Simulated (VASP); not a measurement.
# TePb (Pm-3m) in VASP: notebook, part 2 of 2

VASP 6.6.1. The steps go on from the part before.

## (4) Single point, BLYP+D3(BJ)

This run uses another cell than the first one, of 33.90 Å³/atom, 1.058 times its volume.

File INCAR:

```
AGGAC = 1.0 ; AGGAX = 1.0
ALDAC = 0.0 ; ALDAX = 1.0
ALGO = Normal ; EDIFF = 1E-7
ENCUT = 520 ; GGA = B5
ISIF = 2 ; ISMEAR = -1
IVDW = 12 ; LASPH = True
LCHARG = False ; LREAL = False
LWAVE = False ; NBANDS = 17
NELM = 80 ; PREC = Accurate
SIGMA = 0.05 ; VDW_A1 = 0.4298
VDW_A2 = 4.2359 ; VDW_S6 = 1.0
VDW_S8 = 2.6996
```

File KPOINTS:

```
k-points
0
Gamma
  7 7 7
```

File POSCAR:

```
TePb
1.0
    4.0777523161      0.0000000000      0.0000000000
    0.0000000000      4.0777523161      0.0000000000
    0.0000000000      0.0000000000      4.0777523161
Pb Te
1 1
Direct
    0.0000000000      0.0000000000      0.0000000000
    0.5000000000      0.5000000000      0.5000000000
```

Potentials or basis: VASP PAW PBE potentials, release 64 (Pb_d, Te).

Run with:

```sh
$ cat potpaw_PBE.64/Pb_d/POTCAR potpaw_PBE.64/Te/POTCAR > POTCAR
$ mpirun -np 1 vasp_std > vasp.out
```

OUTCAR:

```text
EDIFF = 1E-7
   ENCUT = 520
   GGA = B5
   ISIF = 2
   ISMEAR = -1
   IVDW = 12
   LASPH = True
   LREAL = False
   NELM = 80
   PREC = Accurate
 IVDW          = 12

 ion  position               nearest neighbor table
   1  0.000  0.000  0.000-   2 3.53   2 3.53   2 3.53   2 3.53   2 3.53   2 3.53   2 3.53   2 3.53

   2  0.500  0.500  0.500-   1 3.53   1 3.53   1 3.53   1 3.53   1 3.53   1 3.53   1 3.53   1 3.53

  LATTYP: Found a simple cubic cell.
 ALAT       =     4.0777523161

  Lattice vectors:

 A1 = (   4.0777523161,   0.0000000000,   0.0000000000)
 A2 = (   0.0000000000,   4.0777523161,   0.0000000000)
 A3 = (   0.0000000000,   0.0000000000,   4.0777523161)

Analysis of symmetry for initial positions (statically):
=====================================================================
 Subroutine PRICEL returns:
 Original cell was already a primitive cell.

 Routine SETGRP: Setting up the symmetry group for a
 simple cubic supercell.

 Subroutine GETGRP returns: Found 48 space group operations
 (whereof 48 operations were pure point group operations)
 out of a pool of 48 trial point group operations.

The static configuration has the point symmetry O_h .

Analysis of symmetry for dynamics (positions and initial velocities):
=====================================================================
 Subroutine PRICEL returns:
 Original cell was already a primitive cell.

 Routine SETGRP: Setting up the symmetry group for a
 simple cubic supercell.

 Subroutine GETGRP returns: Found 48 space group operations
 (whereof 48 operations were pure point group operations)
 out of a pool of 48 trial point group operations.

The dynamic configuration has the point symmetry O_h .

 Subroutine INISYM returns: Found 48 space group operations
 (whereof 48 operations are pure point group operations),
 and found     1 'primitive' translations

----------------------------------------------------------------------------------------
[... 105 lines left out ...]
   IALGO  =     38    algorithm
   IMIX   =      4    mixing-type and parameters
     AMIX     =   0.40;   BMIX     =  1.00
     AMIX_MAG =   1.60;   BMIX_MAG =  1.00
  volume/ion in A,a.u.               =      33.90       228.79
  Fermi-wavevector in a.u.,A,eV,Ry     =   1.089759  2.059347 16.157948  1.187576
  Thomas-Fermi vector in A             =   2.225970
   LORBIT       =      0    0 simple, 1 ext, 2 COOP (PROOUT), +10 PAW based schemes
   GGA     = B5    functional components
   LHFCALC =     F    Hartree Fock is set to
   AEXX    =    0.0000 exact exchange contribution
   IVDW    =    12    specifies the selected vdW correction
   LEPSILON=     F    determine dielectric tensor
   LRPA    =     F    only Hartree local field effects (RPA)
 non-spin polarized calculation
  energy-cutoff  :      520.00
  volume of cell :       67.81
 maximum number of plane-waves:      1841
   NGX = 15   NGY = 15   NGZ = 15

 number of electron      20.0000000 magnetization

 Free energy of the ion-electron system (eV)
  ---------------------------------------------------
  ext. energy  EPLUGINS =         0.00000000
  ---------------------------------------------------
  free energy    TOTEN  =        -5.75734375 eV

  energy without entropy =       -5.74795292  energy(sigma->0) =       -5.75264833

 E-fermi :   6.2514     XC(G=0):  -8.8273

 val. band max:        6.2123148288   @ k =   0.4286   0.2857   0.0000
 cond. band min:       6.3521809371   @ k =   0.4286   0.4286   0.2857
 fundamental gap:      0.1398661083
 Fermi energy:         6.2513701608

 k-point     1 :       0.0000    0.0000    0.0000
  band No.  band energies     occupation
      1     -11.0183      2.00000
      2     -11.0183      2.00000
      3     -10.9511      2.00000
      4     -10.9511      2.00000
      5     -10.9511      2.00000
      6      -5.5861      2.00000
[... 377 lines left out ...]
      4     -10.9325      2.00000
      5     -10.9325      2.00000
      6      -3.5053      2.00000
[... 9 lines left out ...]
     16      18.3880      0.00000
     17      20.1578      0.00000

------------------------ aborting loop because EDIFF is reached ----------------------------------------

 Edisp (eV)   -2.03784

 E8    (eV) :    -1.5716

  FORCE on cell =-STRESS in cart. coord.  units (eV):
  Direction    XX          YY          ZZ          XY          YZ          ZX
  --------------------------------------------------------------------------------------
  -------------------------------------------------------------------------------------
  Total       0.04434     0.04434     0.04434     0.00000    -0.00000    -0.00000
  in kB       1.04760     1.04760     1.04760     0.00000    -0.00000    -0.00000
  external pressure =        1.05 kB  Pullay stress =        0.00 kB

 VOLUME and BASIS-vectors are now :
 -----------------------------------------------------------------------------
  energy-cutoff  :      520.00
  volume of cell :       67.81
      direct lattice vectors                 reciprocal lattice vectors
     4.077752316  0.000000000  0.000000000     0.245233139  0.000000000  0.000000000
     0.000000000  4.077752316  0.000000000     0.000000000  0.245233139  0.000000000
     0.000000000  0.000000000  4.077752316     0.000000000  0.000000000  0.245233139

 POSITION                                       TOTAL-FORCE (eV/Angst)
 -----------------------------------------------------------------------------------
      0.00000      0.00000      0.00000         0.000000      0.000000      0.000000
      2.03888      2.03888      2.03888         0.000000      0.000000      0.000000
 -----------------------------------------------------------------------------------
    total drift:                               -0.000000     -0.000000     -0.000000

  FREE ENERGIE OF THE ION-ELECTRON SYSTEM (eV)
  ---------------------------------------------------
  free  energy   TOTEN  =        -7.7951858777 eV

  energy  without entropy=       -7.7857950500  energy(sigma->0) =       -7.79049046
```

OSZICAR:

```text
N       E                     dE             d eps       ncg     rms          rms(c)
DAV:   1     0.152186530779E+03    0.15219E+03   -0.89147E+03   688   0.113E+03
DAV:   2     0.426252526577E+01   -0.14792E+03   -0.14331E+03   713   0.290E+02
DAV:   3    -0.583927449898E+01   -0.10102E+02   -0.99488E+01   883   0.815E+01
DAV:   4    -0.609799110717E+01   -0.25872E+00   -0.25856E+00   912   0.149E+01
DAV:   5    -0.610841946172E+01   -0.10428E-01   -0.10428E-01   941   0.267E+00    0.313E+00
DAV:   6    -0.575209742043E+01    0.35632E+00   -0.10033E+00   929   0.677E+00    0.196E+00
DAV:   7    -0.575541744699E+01   -0.33200E-02   -0.88375E-02   798   0.146E+00    0.102E+00
DAV:   8    -0.575726333100E+01   -0.18459E-02   -0.79807E-03   756   0.666E-01    0.195E-01
DAV:   9    -0.575727639059E+01   -0.13060E-04   -0.27858E-03   969   0.292E-01    0.694E-02
DAV:  10    -0.575731994997E+01   -0.43559E-04   -0.37669E-04   871   0.144E-01    0.243E-02
DAV:  11    -0.575734352965E+01   -0.23580E-04   -0.12935E-04   745   0.659E-02    0.429E-03
DAV:  12    -0.575734398426E+01   -0.45461E-06   -0.72383E-06   955   0.166E-02    0.347E-03
DAV:  13    -0.575734377005E+01    0.21421E-06   -0.65870E-07   806   0.433E-03    0.188E-03
DAV:  14    -0.575734374864E+01    0.21410E-07   -0.14760E-07   514   0.200E-03
   1 F= -.77951859E+01 E0= -.77904905E+01  d E =-.939083E-02
```

Run time: 50 s. Hardware: 1 thread of AMD EPYC, shared host; peak memory 0.15 GiB.

Results:

* Free energy: -7.7952 eV
* Pressure: 0.1 GPa
* Band gap on the k mesh: zero (band 10 reaches 6.37 eV, above the bottom of band 11 at 5.79 eV)
* Dispersion energy per atom: -1.019 eV

Caveat: the PAW data sets were made with another functional, which shifts forces and pressure a little; spin-orbit coupling is left out, which moves the levels of the heavy elements; pairwise dispersion overbinds metals, which lowers pressure and volume.

## (5) Relaxation of cell and atoms, revPBE+D3(BJ)

File INCAR:

```
PREC = Accurate
ENCUT = 600
EDIFF = 1E-6
ISMEAR = -1
SIGMA = 0.05
LREAL = False
LASPH = True
NELM = 60
ALGO = Normal
ISIF = 3
LWAVE = False
LCHARG = False
GGA = RE
IVDW = 12
IBRION = 2
NSW = 80
EDIFFG = -0.005
```

File KPOINTS:

```
Automatic mesh
0
Gamma
  7 7 7
```

File POSCAR:

```
TePb
1.0
    4.0022870000      0.0000000000      0.0000000000
    0.0000000000      4.0022870000      0.0000000000
    0.0000000000      0.0000000000      4.0022870000
Pb Te
1 1
Direct
    0.0000000000      0.0000000000      0.0000000000
    0.5000000000      0.5000000000      0.5000000000
```

Run with:

```sh
$ cat potpaw_PBE.64/Pb_d/POTCAR potpaw_PBE.64/Te/POTCAR > POTCAR
$ mpirun -np 1 vasp_std > vasp.out
```

Run time: 98 s. Hardware: 1 thread of AMD EPYC, shared host; peak memory 0.18 GiB.

Results (log left out):

* Free energy: -8.0203 eV
* Relaxed volume: 29.93 Å³/atom
* Relaxed cell: a = 3.912 Å, b = 3.912 Å, c = 3.912 Å, α = 90.00°, β = 90.00°, γ = 90.00°
* Space group after relaxing (to 0.05 Å): Pm-3m (No. 221)
* Energy gained by relaxing: 16.9 meV/atom
* Ionic steps: 5
* Pressure after relaxing: 0.0 GPa
* Band gap on the k mesh: zero (band 10 reaches 7.45 eV, above the bottom of band 11 at 6.51 eV)
* Dispersion energy per atom: -0.828 eV

Step by step:
```tsv
step	energy change (eV)	largest force (eV/Å)	pressure (GPa)	volume (Å³)
1	0.0000	0.0000	-1.81	64.11
2	-0.0317	0.0000	-0.66	60.81
3	-0.0335	0.0000	-0.24	60.19
4	-0.0318	0.0000	0.69	58.96
5	-0.0337	0.0000	-0.01	59.86
```

Final structure:
```
CELL_PARAMETERS angstrom
3.91191 0.00000 0.00000
0.00000 3.91191 0.00000
0.00000 0.00000 3.91191
ATOMIC_POSITIONS crystal
Pb 0.00000 0.00000 0.00000
Te 0.50000 0.50000 0.50000
```

Levels at points of the mesh, in eV from the Fermi level:
```
           k point  band 6  band 7  band 8  band 9  band 10  band 11  band 12  band 13  band 14
(0.00, 0.00, 0.00)  -12.58   -6.50   -1.69   -1.69    -1.69     3.94     3.94     5.77     5.77
```

Caveat: the PAW data sets were made with another functional, which shifts forces and pressure a little; spin-orbit coupling is left out, which moves the levels of the heavy elements; pairwise dispersion overbinds metals, which lowers pressure and volume.

## (6) The runs side by side

| task | level | cell | cutoff (eV) | smearing | gap on the mesh (eV) | pressure (GPa) |
| --- | --- | --- | --- | --- | --- | --- |
| single point | PBE | a = 4.002 Å, 2 atoms | 520 | gaussian 0.011 eV | none | 0.1 |
| single point | PBE | a = 4.002 Å, 2 atoms | 520 | gaussian 0.02 eV | none | 0.0 |
| single point | BLYP+D3(BJ) | a = 4.078 Å, 2 atoms | 520 | fermi-dirac 0.05 eV | none | 0.1 |
| relaxation of cell and atoms | revPBE+D3(BJ) | relaxed from a = 4.002 Å, 2 atoms | 600 | fermi-dirac 0.05 eV | none | 0.0 |

Alike in all rows: potentials or basis VASP PAW PBE potentials, release 64 (Pb_d, Te); no spin polarisation; k mesh 7 × 7 × 7.

Caveats: spin-orbit coupling is left out, which moves the levels of the heavy elements; the PAW data sets were made with another functional, which shifts forces and pressure a little (some runs); pairwise dispersion overbinds metals, which lowers pressure and volume (some runs).

Total energies depend on the potentials used, so only differences within one code and one set of settings carry meaning.
